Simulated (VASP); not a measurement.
# Se (P3_121) in VASP: notebook

Se is run at these levels: PBEsol+D3(BJ); tasks: single point.

Program: VASP 6.6.1. These are calculated values, not measurements. Logs are shortened: lines on timing, memory, paths and dates and some standing lists are left out, and cuts for length are marked.

### Step 1. The cell of the first run

It takes space group P3_121 (No. 152, trigonal). The conventional cell has a = 3.885 Å, b = 3.885 Å, c = 5.140 Å, α = 90.00°, β = 90.00°, γ = 120.00°. Within 3.0 Å of Se (site symmetry 2) lie 2 Se at 2.26 Å.

### Step 2. Single point, PBEsol+D3(BJ)

Input file INCAR:

```
  PREC = Accurate
  ENCUT = 520
  EDIFF = 1E-6
  ISMEAR = 0
  SIGMA = 0.03
  LREAL = F
  LASPH = T
  NELM = 80
  ALGO = Fast
  ISIF = 2
  LWAVE = F
  LCHARG = F
  GGA = PS
  IVDW = 12
  NBANDS = 16
```

Input file KPOINTS:

```
regular mesh
0
Gamma
  12 12 8
```

Input file POSCAR:

```
Se
1.0
    3.8854949922      0.0000000000      0.0000000000
   -1.9427474961      3.3649373695      0.0000000000
    0.0000000000      0.0000000000      5.1396971945
Se
3
Direct
    0.2181741568      0.0000000000      0.3333333333
    0.0000000000      0.2181741568      0.6666666667
    0.7818258432      0.7818258432      0.0000000000
```

Potentials or basis: VASP PAW PBE potentials, release 64 (Se).

Run with:

```sh
cat potpaw_PBE.64/Se/POTCAR > POTCAR
mpirun -np 1 vasp_std > vasp.out
```

OUTCAR:

```text
PREC = Accurate
   ENCUT = 520
   EDIFF = 1E-6
   ISMEAR = 0
   LREAL = F
   LASPH = T
   NELM = 80
   ISIF = 2
   GGA = PS
   IVDW = 12
 IVDW          = 12

 ion  position               nearest neighbor table
   1  0.218  0.000  0.333-   3 2.26   2 2.26
   2  0.000  0.218  0.667-   3 2.26   1 2.26
   3  0.782  0.782  0.000-   2 2.26   1 2.26

  LATTYP: Found a hexagonal cell.
 ALAT       =     3.8854949922
 C/A-ratio  =     1.3227908426

  Lattice vectors:

 A1 = (   3.8854949922,   0.0000000000,   0.0000000000)
 A2 = (  -1.9427474961,   3.3649373695,   0.0000000000)
 A3 = (   0.0000000000,   0.0000000000,   5.1396971945)

Analysis of symmetry for initial positions (statically):
=====================================================================
 Subroutine PRICEL returns:
 Original cell was already a primitive cell.

 Routine SETGRP: Setting up the symmetry group for a
 hexagonal supercell.

 Subroutine GETGRP returns: Found  6 space group operations
 (whereof  2 operations were pure point group operations)
 out of a pool of 24 trial point group operations.

The static configuration has the point symmetry C_2 .
 The point group associated with its full space group is D_3 .

Analysis of symmetry for dynamics (positions and initial velocities):
=====================================================================
 Subroutine PRICEL returns:
 Original cell was already a primitive cell.

 Routine SETGRP: Setting up the symmetry group for a
 hexagonal supercell.

 Subroutine GETGRP returns: Found  6 space group operations
 (whereof  2 operations were pure point group operations)
 out of a pool of 24 trial point group operations.

The dynamic configuration has the point symmetry C_2 .
 The point group associated with its full space group is D_3 .

 Subroutine INISYM returns: Found  6 space group operations
 (whereof  2 operations are pure point group operations),
 and found     1 'primitive' translations

----------------------------------------------------------------------------------------

                                     Primitive cell

  volume of cell :      67.1987

  direct lattice vectors                    reciprocal lattice vectors
     3.885494992  0.000000000  0.000000000     0.257367466  0.148591176  0.000000000
    -1.942747496  3.364937370  0.000000000     0.000000000  0.297182351  0.000000000
     0.000000000  0.000000000  5.139697195     0.000000000  0.000000000  0.194563991

  length of vectors
     3.885494992  3.885494992  5.139697195     0.297182351  0.297182351  0.194563991

  position of ions in fractional coordinates (direct lattice)
     0.218174157  0.000000000  0.333333333
     1.000000000  0.218174157  0.666666667
     0.781825843  0.781825843  0.000000000

  ion indices of the primitive-cell ions
   primitive index   ion index
                 1           1
                 2           2
                 3           3

----------------------------------------------------------------------------------------

 KPOINTS: regular mesh

Automatic generation of k-mesh.
 Grid dimensions read from file:
 generate k-points for:   12   12    8

 Generating k-lattice:

  Cartesian coordinates                     Fractional coordinates (reciprocal lattice)
     0.021447289  0.012382598  0.000000000     0.083333333 -0.000000000  0.000000000
     0.000000000  0.024765196  0.000000000     0.000000000  0.083333333  0.000000000
     0.000000000  0.000000000  0.024320499     0.000000000  0.000000000  0.125000000

  Length of vectors
     0.024765196  0.024765196  0.024320499

  Shift w.r.t. Gamma in fractional coordinates (k-lattice)
     0.000000000  0.000000000  0.000000000

 Subroutine IBZKPT returns following result:
 ===========================================

 Found    131 irreducible k-points:

 Following reciprocal coordinates:
            Coordinates               Weight
  0.000000  0.000000  0.000000      1.000000
  0.083333  0.000000  0.000000      6.000000
  0.166667 -0.000000  0.000000      6.000000
  0.250000 -0.000000  0.000000      6.000000
  0.333333  0.000000  0.000000      6.000000
  0.416667  0.000000  0.000000      6.000000
[... 16 lines left out ...]
  0.166667 -0.000000  0.125000      6.000000
  0.000000  0.166667  0.125000      6.000000
 [... further k-points ...]
   k-points           NKPTS =    131   k-points in BZ     NKDIM =    131   number of bands    NBANDS=     16
   number of dos      NEDOS =    301   number of ions     NIONS =      3
   total plane-waves  NPLWV =  36000
   dimension x,y,z NGX =    30 NGY =   30 NGZ =   40
   dimension x,y,z NGXF=    60 NGYF=   60 NGZF=   80
   ions per type =               3
   NGX,Y,Z   is equivalent  to a cutoff of  12.84, 12.84, 12.94 a.u.
   NGXF,Y,Z  is equivalent  to a cutoff of  25.67, 25.67, 25.88 a.u.
 SYSTEM =  unknown system
   PREC   = accura    normal or accurate (medium, high low for compatibility)
   ISTART =      0    job   : 0-new  1-cont  2-samecut
[... 33 lines left out ...]
   LHFCALC =     F    Hartree Fock is set to
   AEXX    =    0.0000 exact exchange contribution
   IVDW    =    12    specifies the selected vdW correction
   LEPSILON=     F    determine dielectric tensor
   LRPA    =     F    only Hartree local field effects (RPA)
 non-spin polarized calculation
 RMM-DIIS sequential band-by-band and
 Gauss-broadening in eV      SIGMA  =   0.03
  energy-cutoff  :      520.00
  volume of cell :       67.20
 maximum number of plane-waves:      1830
 NGX is ok and might be reduce to    30

 number of electron      17.9999997 magnetization

 Free energy of the ion-electron system (eV)
  ---------------------------------------------------
  ext. energy  EPLUGINS =         0.00000000
  ---------------------------------------------------
  free energy    TOTEN  =       -10.95959700 eV

  energy without entropy =      -10.95950203  energy(sigma->0) =      -10.95954951

 E-fermi :   4.6430     XC(G=0):  -9.9516

 val. band max:        4.6341349693   @ k =   0.3333   0.3333   0.5000
 cond. band min:       5.0678415975   @ k =   0.3333   0.2500   0.5000
 fundamental gap:      0.4337066282
 Fermi energy:         4.6430206841

 k-point     1 :       0.0000    0.0000    0.0000
  band No.  band energies     occupation
      1     -12.6831      2.00000
      2      -8.0105      2.00000
      3      -8.0105      2.00000
      4       0.7469      2.00000
      5       0.7949      2.00000
      6       0.7949      2.00000
[... 8 lines left out ...]
     15      11.0342      0.00000
     16      12.9959      0.00000

 k-point     2 :       0.0833    0.0000    0.0000
  band No.  band energies     occupation
      1     -12.6375      2.00000
      2      -8.0147      2.00000
      3      -7.9860      2.00000
      4       0.0807      2.00000
      5       0.5784      2.00000
      6       1.0292      2.00000
[... 8 lines left out ...]
     15      11.4390      0.00000
     16      12.7937      0.00000

 k-point     3 :       0.1667   -0.0000    0.0000
  band No.  band energies     occupation
      1     -12.5067      2.00000
      2      -8.0368      2.00000
      3      -7.9172      2.00000
      4      -0.7223      2.00000
      5       0.1528      2.00000
      6       0.9360      2.00000
[... 8 lines left out ...]
     15      12.1317      0.00000
     16      12.6153      0.00000

 k-point     4 :       0.2500   -0.0000    0.0000
  band No.  band energies     occupation
      1     -12.3113      2.00000
      2      -8.0982      2.00000
      3      -7.8190      2.00000
      4      -1.3920      2.00000
      5      -0.2836      2.00000
      6       0.7214      2.00000
[... 8 lines left out ...]
     15      12.7939      0.00000
     16      12.9836      0.00000
[... 324 lines left out ...]
 k-point    22 :       0.0000    0.0833    0.1250
  band No.  band energies     occupation
      1     -12.5601      2.00000
      2      -9.0188      2.00000
      3      -6.9192      2.00000
      4       0.0081      2.00000
      5       0.3273      2.00000
      6       1.2335      2.00000
[... 8 lines left out ...]
     15      11.7998      0.00000
     16      12.3500      0.00000

 k-point    23 :       0.1667   -0.0000    0.1250
  band No.  band energies     occupation
      1     -12.4306      2.00000
      2      -8.9510      2.00000
      3      -6.9685      2.00000
      4      -0.7685      2.00000
      5       0.2457      2.00000
      6       0.9081      2.00000
[... 8 lines left out ...]
     15      11.9508      0.00000
     16      12.5330      0.00000

 k-point    24 :       0.0000    0.1667    0.1250
  band No.  band energies     occupation
      1     -12.4299      2.00000
      2      -8.9641      2.00000
      3      -6.9405      2.00000
      4      -0.6212      2.00000
      5      -0.2757      2.00000
      6       1.1254      2.00000
[... 8 lines left out ...]
     15      12.1343      0.00000
     16      12.8930      0.00000

 [... further k-points ...]

------------------------ aborting loop because EDIFF is reached ----------------------------------------

 Edisp (eV)   -1.01018

 E8    (eV) :    -0.6380

  FORCE on cell =-STRESS in cart. coord.  units (eV):
  Direction    XX          YY          ZZ          XY          YZ          ZX
  --------------------------------------------------------------------------------------
  -------------------------------------------------------------------------------------
  Total       3.62112     3.62112     6.80960    -0.00000     0.00000    -0.00000
  in kB      86.33608    86.33608   162.35708    -0.00000     0.00000    -0.00000
  external pressure =      111.68 kB  Pullay stress =        0.00 kB

 VOLUME and BASIS-vectors are now :
 -----------------------------------------------------------------------------
  energy-cutoff  :      520.00
  volume of cell :       67.20
      direct lattice vectors                 reciprocal lattice vectors
     3.885494992  0.000000000  0.000000000     0.257367466  0.148591176  0.000000000
    -1.942747496  3.364937370  0.000000000     0.000000000  0.297182351  0.000000000
     0.000000000  0.000000000  5.139697195     0.000000000  0.000000000  0.194563991

 POSITION                                       TOTAL-FORCE (eV/Angst)
 -----------------------------------------------------------------------------------
      0.84771      0.00000      1.71323         2.639463     -0.000000     -0.000000
     -0.42386      0.73414      3.42646        -1.319732      2.285842      0.000000
      1.51889      2.63079      0.00000        -1.319732     -2.285842     -0.000000
 -----------------------------------------------------------------------------------
    total drift:                               -0.000001     -0.000002      0.000000

  FREE ENERGIE OF THE ION-ELECTRON SYSTEM (eV)
  ---------------------------------------------------
  free  energy   TOTEN  =       -11.9697774349 eV

  energy  without entropy=      -11.9696824682  energy(sigma->0) =      -11.96972995
```

Wall time 2.2 min (1 thread of Oxide Virtual Turin-like, shared host); peak memory 0.22 GiB.

Results:

```
Free energy                : -11.9698 eV
Pressure                   : 11.2 GPa
Largest force              : 2.639 eV/Å
Band gap on the k mesh     : zero (filled and empty bands touch)
Dispersion energy per atom : -0.337 eV
```

Forces in eV/Å, atoms in the order of the input:
```
Se   2.639  0.000  0.000
Se  -1.320  2.286  0.000
Se  -1.320 -2.286  0.000
```

Levels at points of the mesh, in eV from the Fermi level:
| k point | band 5 | band 6 | band 7 | band 8 | band 9 | band 10 | band 11 | band 12 | band 13 | band 14 |
| --- | --- | --- | --- | --- | --- | --- | --- | --- | --- | --- |
| (0.00, 0.00, 0.00) | -3.85 | -3.85 | -2.29 | -2.29 | -0.33 | 1.85 | 1.85 | 3.00 | 5.72 | 5.72 |
| (0.50, 0.00, 0.00) | -5.61 | -4.08 | -3.93 | -2.32 | -1.33 | 1.75 | 2.58 | 4.49 | 4.97 | 8.47 |
| (0.00, 0.00, 0.50) | -3.36 | -3.36 | -1.83 | -1.52 | -1.52 | 0.65 | 1.78 | 1.78 | 5.20 | 7.40 |
| (0.50, 0.00, 0.50) | -5.24 | -4.79 | -2.42 | -2.37 | -0.26 | 0.61 | 2.75 | 3.18 | 5.78 | 7.42 |

Caveat: the stress differs along the axes, from 9 to 16 GPa; the PAW data sets were made with another functional, which shifts forces and pressure a little.

### Step 3. Single point, PBEsol+D3(BJ)

This run uses another cell than the first one, of the same volume but with other edges.

Input file INCAR:

```
SYSTEM = Se
PREC = Accurate
ENCUT = 520
EDIFF = 1E-6
ISMEAR = 0
SIGMA = 0.03
LREAL = .FALSE.
LASPH = .TRUE.
NELM = 100
ALGO = Normal
ISIF = 2
LWAVE = .FALSE.
LCHARG = .TRUE.
GGA = PS
IVDW = 12
LELF = .TRUE.
LVHAR = .TRUE.
NBANDS = 16
```

Input file KPOINTS:

```
Automatic mesh
0
G
  12 12 8
  0 0 0
```

Input file POSCAR:

```
Se
1.0
    4.1855656779      0.0000000000      0.0000000000
   -2.0927828390      3.6248062063      0.0000000000
    0.0000000000      0.0000000000      4.4291656004
Se
3
Direct
    0.2396386035      0.0000000000      0.3333333333
    0.0000000000      0.2396386035      0.6666666667
    0.7603613965      0.7603613965      0.0000000000
```

Potentials or basis: VASP PAW PBE potentials, release 64 (Se).

Run with:

```sh
cat potpaw_PBE.64/Se/POTCAR > POTCAR
mpirun -np 1 vasp_std > vasp.out
```

It took 98 s on 1 thread of Oxide Virtual Turin-like, shared host; peak memory 0.23 GiB.

The run converged. Its results:

- Free energy: -12.0093 eV
- Pressure: 11.3 GPa
- Largest force: 1.796 eV/Å
- Band gap on the k mesh: 0.05 eV (least direct gap 1.44 eV)
- Dispersion energy per atom: -0.337 eV

Forces in eV/Å, atoms in the order of the input:
```
Se   1.796  0.000  0.000
Se  -0.898  1.556  0.000
Se  -0.898 -1.556  0.000
```

Stress tensor (GPa, compression positive):
```
 8.08  0.00  0.00
 0.00  8.08  0.00
 0.00  0.00 17.60
```

Levels at points of the mesh, in eV from the valence-band top:
```
           k point  band 6  band 7  band 8  band 9  band 10  band 11  band 12  band 13
(0.00, 0.00, 0.00)   -4.73   -3.29   -3.29   -1.23     1.19     1.76     1.76     5.72
(0.50, 0.00, 0.00)   -4.94   -3.81   -2.42   -1.58     1.53     1.70     3.99     4.38
(0.00, 0.00, 0.50)   -4.63   -2.82   -2.82   -1.63     0.05     0.05     0.77     5.73
(0.50, 0.00, 0.50)   -5.60   -3.36   -2.31    0.00     2.32     2.38     3.00     5.92
```

Caveat: the stress differs along the axes, from 8 to 18 GPa; semilocal functionals underestimate gaps, and a narrow one can read as zero; the PAW data sets were made with another functional, which shifts forces and pressure a little. A k mesh can miss the band edges.

### Step 4. Single point, PBEsol+D3(BJ)

This run uses another cell than the first one, of the same volume but with other edges.

Input file INCAR:

```
PREC = Accurate ; ENCUT = 520
EDIFF = 1E-6 ; ISMEAR = 0
SIGMA = 0.03 ; LREAL = False
LASPH = True ; NELM = 60
ALGO = Normal ; ISIF = 2
LWAVE = False ; LCHARG = True
GGA = PS ; IVDW = 12
LELF = True ; LVHAR = True
NBANDS = 16
```

Input file KPOINTS:

```
Automatic mesh
0
Gamma
  12 12 8
```

Input file POSCAR:

```
Se
1.0
    4.1855656779      0.0000000000      0.0000000000
   -2.0927828390      3.6248062063      0.0000000000
    0.0000000000      0.0000000000      4.4291656004
Se
3
Direct
    0.1967354469      0.0000000000      0.3333333333
    0.0000000000      0.1967354469      0.6666666667
    0.8032645531      0.8032645531      0.0000000000
```

Run with:

```sh
cat potpaw_PBE.64/Se/POTCAR > POTCAR
mpirun -np 1 vasp_std > vasp.out
```

Wall time 82 s (1 thread of Oxide Virtual Turin-like, shared host); peak memory 0.23 GiB.

Results (log left out):

* Free energy: -9.4517 eV
* Pressure: 37.5 GPa
* Largest force: 8.691 eV/Å
* Band gap on the k mesh: 1.25 eV (least direct gap 1.66 eV)
* Dispersion energy per atom: -0.338 eV

Forces on the atoms (eV/Å):
```
Se   8.691  0.000  0.000
Se  -4.345  7.527  0.000
Se  -4.345 -7.527  0.000
```

Stress tensor (GPa, compression positive):
```
27.42  0.00  0.00
 0.00 27.42  0.00
 0.00  0.00 57.56
```

Levels at points of the mesh, in eV from the valence-band top:
| k point | band 7 | band 8 | band 9 | band 10 | band 11 | band 12 |
| --- | --- | --- | --- | --- | --- | --- |
| (0.00, 0.00, 0.00) | -3.79 | -3.79 | -0.98 | 2.64 | 2.83 | 2.83 |
| (0.50, 0.00, 0.00) | -3.78 | -3.10 | -1.79 | 2.27 | 3.39 | 4.96 |
| (0.00, 0.00, 0.50) | -2.75 | -2.75 | -1.96 | 1.25 | 1.27 | 1.27 |
| (0.50, 0.00, 0.50) | -2.71 | -2.22 | 0.00 | 1.93 | 2.36 | 4.18 |

Caveat: the stress differs along the axes, from 27 to 58 GPa; the PAW data sets were made with another functional, which shifts forces and pressure a little. A k mesh can miss the band edges.

### Step 5. Single point, PBEsol+D3(BJ)

This run uses another cell than the first one, of the same volume but with other edges.

Input file INCAR:

```
SYSTEM = Se
PREC = Accurate
ENCUT = 520
EDIFF = 1E-6
ISMEAR = 0
SIGMA = 0.03
LREAL = .False.
LASPH = .True.
NELM = 80
ALGO = Normal
ISIF = 2
LWAVE = .False.
LCHARG = .True.
GGA = PS
IVDW = 12
LELF = .True.
LVHAR = .True.
NBANDS = 16
```

Input file KPOINTS:

```
Automatic mesh
0
Gamma
  12 12 8
  0 0 0
```

Input file POSCAR:

```
Se
1.0
    3.9758927057      0.0000000000      0.0000000000
   -1.9879463528      3.4432240858      0.0000000000
    0.0000000000      0.0000000000      4.9086371344
Se
3
Direct
    0.2396386035      0.0000000000      0.3333333333
    0.0000000000      0.2396386035      0.6666666667
    0.7603613965      0.7603613965      0.0000000000
```

Run with:

```sh
cat potpaw_PBE.64/Se/POTCAR > POTCAR
mpirun -np 1 vasp_std > vasp.out
```

It took 98 s on 1 thread of Oxide Virtual Turin-like, shared host; peak memory 0.23 GiB.

The run converged. Its results:

- Free energy: -12.3444 eV
- Pressure: 7.0 GPa
- Largest force: 1.253 eV/Å
- Band gap on the k mesh: 0.58 eV (least direct gap 0.68 eV)
- Dispersion energy per atom: -0.336 eV

Forces on the atoms (eV/Å):
```
Se   1.253  0.000  0.000
Se  -0.627  1.085  0.000
Se  -0.627 -1.085  0.000
```

Stress tensor (GPa, compression positive):
```
 5.26  0.00  0.00
 0.00  5.26  0.00
 0.00  0.00 10.53
```

Levels at points of the mesh, in eV from the valence-band top:
| k point | band 6 | band 7 | band 8 | band 9 | band 10 | band 11 | band 12 | band 13 |
| --- | --- | --- | --- | --- | --- | --- | --- | --- |
| (0.00, 0.00, 0.00) | -3.92 | -2.45 | -2.45 | -0.71 | 1.62 | 1.62 | 2.06 | 5.89 |
| (0.50, 0.00, 0.00) | -4.37 | -4.02 | -2.02 | -1.29 | 1.56 | 1.90 | 4.04 | 4.85 |
| (0.00, 0.00, 0.50) | -3.68 | -1.83 | -1.83 | -1.74 | 0.83 | 0.89 | 0.89 | 5.16 |
| (0.50, 0.00, 0.50) | -4.88 | -2.85 | -2.28 | -0.12 | 1.38 | 2.75 | 2.99 | 5.81 |

Caveat: the stress differs along the axes, from 5 to 11 GPa; semilocal functionals underestimate gaps, and a narrow one can read as zero; the PAW data sets were made with another functional, which shifts forces and pressure a little. A k mesh can miss the band edges.

### Step 6. The runs side by side

| cell | gap on the mesh (eV) | pressure (GPa) | largest force (eV/Å) |
| --- | --- | --- | --- |
| a = 3.885, b = 3.885, c = 5.140 Å, angles 90.0, 90.0, 120.0°, 3 atoms, atomic positions A | none | 11.2 | 2.64 |
| a = 4.186, b = 4.186, c = 4.429 Å, angles 90.0, 90.0, 120.0°, 3 atoms, atomic positions B | 0.05 | 11.3 | 1.80 |
| a = 4.186, b = 4.186, c = 4.429 Å, angles 90.0, 90.0, 120.0°, 3 atoms, atomic positions C | 1.25 | 37.5 | 8.69 |
| a = 3.976, b = 3.976, c = 4.909 Å, angles 90.0, 90.0, 120.0°, 3 atoms, atomic positions B | 0.58 | 7.0 | 1.25 |

Alike in all rows: task single point; level PBEsol+D3(BJ); potentials or basis VASP PAW PBE potentials, release 64 (Se); no spin polarisation; k mesh 12 × 12 × 8; cutoff (eV) 520; smearing gaussian 0.03 eV.

Caveats: the PAW data sets were made with another functional, which shifts forces and pressure a little; semilocal functionals underestimate gaps, and a narrow one can read as zero (at least some runs); the stress differs along the axes, from 9 to 16 GPa (at least some runs); the stress differs along the axes, from 8 to 18 GPa (at least some runs); the stress differs along the axes, from 27 to 58 GPa (at least some runs); the stress differs along the axes, from 5 to 11 GPa (at least some runs).

Total energies depend on the potentials used, so only differences within one code and one set of settings carry meaning.

The gap in the log of VASP goes by the Fermi energy; the results here count the filled bands.